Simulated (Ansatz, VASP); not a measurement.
## Two plane-wave programs on Ge2As3

```
Ge As
1.0
     3.68192    0.00000    0.00000
     0.00000    3.68192    0.00000
     0.00000    0.00000    7.71597
Ge As
2 3
Direct
  0.00000 0.50000 0.50000
  0.50000 0.00000 0.50000
  0.50000 0.50000 0.00000
  0.00000 0.00000 0.83513
  0.00000 0.00000 0.16487
```

Alike in both runs: task relaxation of cell and atoms; functional PBE; k mesh 6 × 6 × 2; occupations gaussian, width 0.1 eV; no spin polarisation.

|  | VASP | Ansatz |
| --- | --- | --- |
| version | VASP 6.6.1 | Ansatz 0.2.0 |
| potentials or method | VASP PAW PBE potentials, release 64 (Ge_d, As), cutoff 600 eV | scalar-relativistic, plane waves, PAW |
| valence electrons in the cell | 43 | 73 |

|  | VASP | Ansatz | Ansatz less VASP |
| --- | --- | --- | --- |
| gap on the k mesh at the Fermi level, each at its own relaxed structure (eV) | none | none | - |
| relaxed volume (Å³/atom) | 20.69 | 20.73 | +0.040 |
| relaxed length of the cell vector where the two differ most in proportion (Å) | 7.622 | 7.632 | +0.0107 |

A gap of «none» marks a metal or a gap that the smearing closes. VASP's potentials hold 43 valence electrons a cell and Ansatz's 73, so a difference there can come from the potentials and not from the codes.

The k mesh is coarse, so the values compare programs but aren't converged. Noted on VASP's run: too few bands were computed for a metal, which touches its energy and stress.
